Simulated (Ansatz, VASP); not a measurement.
Mo2PdS4 in VASP and in Ansatz

```
Pd S Mo
1.0
     0.00000    3.31114    0.00000
     3.73317   -1.65557    5.21590
     2.88052    0.00000   -5.21590
Pd S Mo
1 4 2
Cartesian
  0.0000 0.0000 0.0000
  2.7700 0.0000 3.6595
  3.8437 1.6556 -3.6595
  2.0508 0.0000 -1.2106
  4.5629 1.6556 1.2106
  2.8096 0.0000 1.0656
  3.8041 1.6556 -1.0656
```

Alike in both runs: task single point; functional PBE; k mesh 6 × 6 × 4; no spin polarisation.

```csv
,VASP,Ansatz
version,VASP 6.6.1,Ansatz 0.2.0
potentials or method,"VASP PAW PBE potentials, release 64 (Pd, S, Mo_sv), cutoff 520 eV",PAW plane waves
occupations,"fermi-dirac, width 0.1 eV",fermi-dirac
valence electrons in the cell,62,70
```

Ansatz gave:

| Item | Value |
| --- | --- |
| gap on the k mesh at the Fermi level (eV) | none |
| pressure (GPa) | 2.5 |
| traceless stress, the component that is largest in VASP (GPa) | 3.17 |
| rms of the force components (eV/Å) | 0.470 |

Which values does VASP return?

gap on the k mesh at the Fermi level (eV): none; pressure (GPa): 2.5; traceless stress, the component that is largest in VASP (GPa): 3.15; rms of the force components (eV/Å): 0.467.

Atom by atom the forces differ by 0.006 eV/Å (rms over components). A gap of «none» marks a metal or a gap that the smearing closes. VASP's potentials hold 62 valence electrons a cell and Ansatz's 70, so a difference there can come from the potentials and not from the codes.
